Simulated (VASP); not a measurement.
# KMo3 (P4/mmm) in VASP: single point with PBE

Aim: the single point of KMo3 with PBE.

Program: VASP 6.6.1. These are calculated values, not measurements. Logs are shortened: lines on timing, memory, paths and dates and some standing lists are left out, and cuts for length are marked.

**1. The cell of the first run**

The structure is tetragonal, space group P4/mmm (No. 123). The conventional cell has a = 4.816 Å, b = 4.816 Å, c = 3.054 Å, α = 90.00°, β = 90.00°, γ = 90.00°. Within 3.8 Å of K (site symmetry 4/mmm) lie 12 Mo at 2.85 to 3.41 Å and 2 K at 3.05 Å. Mo (site symmetry mmm) has 4 K at 2.85 Å and 10 Mo at 2.85 to 3.41 Å within 3.8 Å. Mo (site symmetry 4/mmm) has 10 Mo at 2.85 to 3.05 Å and 4 K at 3.41 Å within 3.8 Å.

**2. Single point, PBE**

File INCAR:

```
ALGO = Normal
EDIFF = 1E-6
ENCUT = 520
GGA = PE
ISIF = 2
ISMEAR = 0
LASPH = True
LCHARG = False
LREAL = False
LWAVE = False
NBANDS = 34
NELM = 100
PREC = Accurate
SIGMA = 0.1
```

File KPOINTS:

```
k-points
0
Gamma
  4 4 4
```

File POSCAR:

```
KMo3
1.0
    4.8164639655      0.0000000000      0.0000000000
    0.0000000000      4.8164639655      0.0000000000
    0.0000000000      0.0000000000      3.0535394824
K Mo
1 3
Direct
    0.0000000000      0.0000000000      0.0000000000
    0.0000000000      0.5000000000      0.5000000000
    0.5000000000      0.0000000000      0.5000000000
    0.5000000000      0.5000000000      0.0000000000
```

Potentials or basis: VASP PAW PBE potentials, release 64 (K_sv, Mo_sv).

The run is started by

```
$ cat potpaw_PBE.64/K_sv/POTCAR potpaw_PBE.64/Mo_sv/POTCAR > POTCAR
$ mpirun -np 1 vasp_std > vasp.out
```

OUTCAR:

```text
EDIFF = 1E-6
   ENCUT = 520
   GGA = PE
   ISIF = 2
   ISMEAR = 0
   LASPH = True
   LREAL = False
   NELM = 100
   PREC = Accurate

 ion  position               nearest neighbor table
   1  0.000  0.000  0.000-   2 2.85   3 2.85   2 2.85   3 2.85   2 2.85   2 2.85   3 2.85   3 2.85
                             4 3.41   4 3.41   4 3.41   4 3.41
   2  0.000  0.500  0.500-   1 2.85   4 2.85   1 2.85   4 2.85   1 2.85   1 2.85   4 2.85   4 2.85
                             3 3.41   3 3.41   3 3.41   3 3.41
   3  0.500  0.000  0.500-   1 2.85   4 2.85   1 2.85   4 2.85   4 2.85   4 2.85   1 2.85   1 2.85
                             2 3.41   2 3.41   2 3.41   2 3.41
   4  0.500  0.500  0.000-   2 2.85   3 2.85   2 2.85   3 2.85   3 2.85   3 2.85   2 2.85   2 2.85
                             1 3.41   1 3.41   1 3.41   1 3.41

  LATTYP: Found a simple tetragonal cell.
 ALAT       =     4.8164639655
 C/A-ratio  =     0.6339795137

  Lattice vectors:

 A1 = (   4.8164639655,   0.0000000000,   0.0000000000)
 A2 = (   0.0000000000,   4.8164639655,   0.0000000000)
 A3 = (   0.0000000000,   0.0000000000,   3.0535394824)

Analysis of symmetry for initial positions (statically):
=====================================================================
 Subroutine PRICEL returns:
 Original cell was already a primitive cell.

 Routine SETGRP: Setting up the symmetry group for a
 simple tetragonal supercell.

 Subroutine GETGRP returns: Found 16 space group operations
 (whereof 16 operations were pure point group operations)
 out of a pool of 16 trial point group operations.

The static configuration has the point symmetry D_4h.

Analysis of symmetry for dynamics (positions and initial velocities):
=====================================================================
 Subroutine PRICEL returns:
 Original cell was already a primitive cell.

 Routine SETGRP: Setting up the symmetry group for a
 simple tetragonal supercell.

 Subroutine GETGRP returns: Found 16 space group operations
 (whereof 16 operations were pure point group operations)
 out of a pool of 16 trial point group operations.

The dynamic configuration has the point symmetry D_4h.

 Subroutine INISYM returns: Found 16 space group operations
 (whereof 16 operations are pure point group operations),
 and found     1 'primitive' translations

----------------------------------------------------------------------------------------

                                     Primitive cell

  volume of cell :      70.8370

  direct lattice vectors                    reciprocal lattice vectors
     4.816463965  0.000000000  0.000000000     0.207621194  0.000000000  0.000000000
     0.000000000  4.816463965  0.000000000     0.000000000  0.207621194  0.000000000
     0.000000000  0.000000000  3.053539482     0.000000000  0.000000000  0.327488806

  length of vectors
     4.816463965  4.816463965  3.053539482     0.207621194  0.207621194  0.327488806

  position of ions in fractional coordinates (direct lattice)
     0.000000000  0.000000000  0.000000000
     0.000000000  0.500000000  0.500000000
     0.500000000  0.000000000  0.500000000
     0.500000000  0.500000000  0.000000000

  ion indices of the primitive-cell ions
   primitive index   ion index
                 1           1
                 2           2
                 3           3
                 4           4

----------------------------------------------------------------------------------------

 KPOINTS: k-points

Automatic generation of k-mesh.
 Grid dimensions read from file:
 generate k-points for:    4    4    4

 Generating k-lattice:

  Cartesian coordinates                     Fractional coordinates (reciprocal lattice)
     0.051905299  0.000000000  0.000000000     0.250000000  0.000000000  0.000000000
     0.000000000  0.051905299  0.000000000     0.000000000  0.250000000  0.000000000
     0.000000000  0.000000000  0.081872202     0.000000000  0.000000000  0.250000000

  Length of vectors
     0.051905299  0.051905299  0.081872202

  Shift w.r.t. Gamma in fractional coordinates (k-lattice)
     0.000000000  0.000000000  0.000000000

 Subroutine IBZKPT returns following result:
 ===========================================

 Found     18 irreducible k-points:

 Following reciprocal coordinates:
            Coordinates               Weight
  0.000000  0.000000  0.000000      1.000000
  0.250000  0.000000  0.000000      4.000000
  0.500000  0.000000  0.000000      2.000000
  0.250000  0.250000  0.000000      4.000000
  0.500000  0.250000  0.000000      4.000000
  0.500000  0.500000  0.000000      1.000000
[... 10 lines left out ...]
  0.500000  0.250000  0.500000      4.000000
  0.500000  0.500000  0.500000      1.000000
   k-points           NKPTS =     18   k-points in BZ     NKDIM =     18   number of bands    NBANDS=     34
   number of dos      NEDOS =    301   number of ions     NIONS =      4
   total plane-waves  NPLWV =  31104
   dimension x,y,z NGX =    36 NGY =   36 NGZ =   24
   dimension x,y,z NGXF=    72 NGYF=   72 NGZF=   48
   ions per type =               1   3
   NGX,Y,Z   is equivalent  to a cutoff of  12.43, 12.43, 13.07 a.u.
   NGXF,Y,Z  is equivalent  to a cutoff of  24.85, 24.85, 26.13 a.u.
 SYSTEM =  unknown system
   PREC   = accura    normal or accurate (medium, high low for compatibility)
   ISTART =      0    job   : 0-new  1-cont  2-samecut
   ICHARG =      2    charge: 1-file 2-atom 10-const
   ISPIN  =      1    spin polarized calculation?
   LNONCOLLINEAR =      F non collinear calculations
   LSORBIT =      F    spin-orbit coupling
   LASPH  =      T    aspherical Exc in radial PAW
   ENCUT  =  520.0 eV  38.22 Ry    6.18 a.u.   8.96  8.96  5.68*2*pi/ulx,y,z
   NELM   =    100;   NELMIN=  2; NELMDL= -5     # of ELM steps
   EDIFF  = 0.1E-05   stopping-criterion for ELM
   LREAL  =      F    real-space projection
   EDIFFG = 0.1E-04   stopping-criterion for IOM
   NSW    =      0    number of steps for IOM
   IBRION =     -1    ionic relax: 0-MD 1-quasi-New 2-CG
   NFREE  =      0    steps in history (QN), initial steepest desc. (CG)
   ISIF   =      2    stress and relaxation
   ISYM   =      2    0-nonsym 1-usesym 2-fastsym
   POTIM  = 0.5000    time-step for ionic-motion
   TEBEG  =    0.0;   TEEND  =   0.0 temperature during run
   PSTRESS=    0.0 pullay stress
   NELECT =      51.0000    total number of electrons
   NUPDOWN=      -1.0000    fix difference up-down
   EMIN   =  10.00;   EMAX   =-10.00  energy-range for DOS
   EFERMI =   0.00;   METHOD = LEGACY
   ISMEAR =     0;   SIGMA  =   0.10  broadening in eV -4-tet -1-fermi 0-gaus
   EFERMI_NEDOS =   21; number of points for ismear=-14 and -15
   IALGO  =     38    algorithm
   IMIX   =      4    mixing-type and parameters
     AMIX     =   0.40;   BMIX     =  1.00
     AMIX_MAG =   1.60;   BMIX_MAG =  1.00
  volume/ion in A,a.u.               =      17.71       119.51
  Fermi-wavevector in a.u.,A,eV,Ry     =   1.467275  2.772748 29.291925  2.152896
  Thomas-Fermi vector in A             =   2.582912
   LORBIT       =      0    0 simple, 1 ext, 2 COOP (PROOUT), +10 PAW based schemes
   GGA     = PE    functional components
   LHFCALC =     F    Hartree Fock is set to
   AEXX    =    0.0000 exact exchange contribution
   IVDW    =     0    specifies the selected vdW correction
   LEPSILON=     F    determine dielectric tensor
   LRPA    =     F    only Hartree local field effects (RPA)
 non-spin polarized calculation
 Gauss-broadening in eV      SIGMA  =   0.10
  energy-cutoff  :      520.00
  volume of cell :       70.84
 maximum number of plane-waves:      1928
 NGX is ok and might be reduce to    36
   NGX = 17   NGY = 17   NGZ = 11

 number of electron      51.0000011 magnetization

 Free energy of the ion-electron system (eV)
  ---------------------------------------------------
  ext. energy  EPLUGINS =         0.00000000
  ---------------------------------------------------
  free energy    TOTEN  =       -27.14235119 eV

  energy without entropy =      -27.12023639  energy(sigma->0) =      -27.13129379

 E-fermi :   8.6341     XC(G=0): -12.1667

 val. band max:        8.6264914911   @ k =   0.0000   0.0000   0.5000
 cond. band min:       8.6628667315   @ k =   0.5000   0.0000   0.2500
 fundamental gap:      0.0363752404
 Fermi energy:         8.6340755994

 k-point     1 :       0.0000    0.0000    0.0000
  band No.  band energies     occupation
      1     -52.0482      2.00000
      2     -51.9124      2.00000
      3     -51.8532      2.00000
      4     -26.4557      2.00000
      5     -26.4557      2.00000
      6     -26.1090      2.00000
[... 26 lines left out ...]
     33      12.6542      0.00000
     34      12.6542      0.00000

 k-point     2 :       0.2500    0.0000    0.0000
  band No.  band energies     occupation
      1     -52.0353      2.00000
      2     -51.9150      2.00000
      3     -51.8640      2.00000
      4     -26.4445      2.00000
      5     -26.3442      2.00000
      6     -26.1206      2.00000
[... 26 lines left out ...]
     33      12.6533      0.00000
     34      12.7183      0.00000

 k-point     3 :       0.5000    0.0000    0.0000
  band No.  band energies     occupation
      1     -52.0197      2.00000
      2     -51.9201      2.00000
      3     -51.8749      2.00000
      4     -26.4326      2.00000
      5     -26.1941      2.00000
      6     -26.1331      2.00000
[... 26 lines left out ...]
     33      12.6528      0.00000
     34      13.4705      0.00000
[... 482 lines left out ...]
 k-point    17 :       0.5000    0.2500    0.5000
  band No.  band energies     occupation
      1     -51.9456      2.00000
      2     -51.8901      2.00000
      3     -51.8900      2.00000
      4     -26.4700      2.00000
      5     -26.4066      2.00000
      6     -26.3174      2.00000
[... 26 lines left out ...]
     33      12.6336      0.00000
     34      14.0833      0.00000

 k-point    18 :       0.5000    0.5000    0.5000
  band No.  band energies     occupation
      1     -51.9456      2.00000
      2     -51.8900      2.00000
      3     -51.8900      2.00000
      4     -26.5318      2.00000
      5     -26.4040      2.00000
      6     -26.4040      2.00000
[... 26 lines left out ...]
     33      12.0794      0.00000
     34      13.0361      0.00000

------------------------ aborting loop because EDIFF is reached ----------------------------------------

  FORCE on cell =-STRESS in cart. coord.  units (eV):
  Direction    XX          YY          ZZ          XY          YZ          ZX
  --------------------------------------------------------------------------------------
  -------------------------------------------------------------------------------------
  Total        0.2573063      0.2573063      0.3604611      0.0000000      0.0000000      0.0000000
  in kB        5.8197042      5.8197042      8.1528376      0.0000000      0.0000000      0.0000000
  external PRESSURE =       6.5974154 kB  Pullay stress =       0.0000000 kB

 VOLUME and BASIS-vectors are now :
 -----------------------------------------------------------------------------
  energy-cutoff  :      520.00
  volume of cell :       70.84
      direct lattice vectors                 reciprocal lattice vectors
     4.816463965  0.000000000  0.000000000     0.207621194  0.000000000  0.000000000
     0.000000000  4.816463965  0.000000000     0.000000000  0.207621194  0.000000000
     0.000000000  0.000000000  3.053539482     0.000000000  0.000000000  0.327488806

 POSITION                                       TOTAL-FORCE (eV/Angst)
 -----------------------------------------------------------------------------------
      0.00000      0.00000      0.00000         0.000000      0.000000      0.000000
      0.00000      2.40823      1.52677         0.000000      0.000000      0.000000
      2.40823      0.00000      1.52677         0.000000      0.000000      0.000000
      2.40823      2.40823      0.00000         0.000000      0.000000      0.000000
 -----------------------------------------------------------------------------------
    total drift:                                0.000000      0.000000      0.000000

  FREE ENERGIE OF THE ION-ELECTRON SYSTEM (eV)
  ---------------------------------------------------
  free  energy   TOTEN  =       -27.1423511860 eV

  energy  without entropy=      -27.1202363895  energy(sigma->0) =      -27.13129379
```

It took 68 s on 1 thread of AMD EPYC 7R13, shared host; peak memory 0.16 GiB.

Results:

* Free energy: -27.1424 eV
* Pressure: 0.7 GPa
* Band gap on the k mesh: zero (an odd number of electrons rules out a gap without spin polarisation)

Stress tensor (GPa, compression positive):
```
0.58 0.00 0.00
0.00 0.58 0.00
0.00 0.00 0.82
```

Levels at points of the mesh, in eV from the Fermi level:
```tsv
k point	band 22	band 23	band 24	band 25	band 26	band 27	band 28	band 29
(0.00, 0.00, 0.00)	-1.10	-1.10	-0.41	0.92	0.92	1.10	1.74	1.92
(0.50, 0.00, 0.00)	-1.45	-0.93	-0.61	-0.44	0.60	0.60	0.67	1.00
(0.50, 0.50, 0.00)	-1.49	-1.01	-0.27	0.28	0.28	0.62	0.98	0.99
(0.00, 0.00, 0.50)	-1.43	-1.42	-0.74	-0.29	-0.08	-0.01	-0.01	0.97
(0.50, 0.00, 0.50)	-1.32	-1.20	-0.69	-0.65	-0.58	0.57	1.38	1.53
(0.50, 0.50, 0.50)	-1.32	-1.32	-0.98	1.96	1.96	2.05	2.05	3.18
```

Caveat: the k points lie up to 0.51 Å⁻¹ apart, too coarse for converged energies and pressures of a metal.

The gap in the log of VASP goes by the Fermi energy; the results here count the filled bands.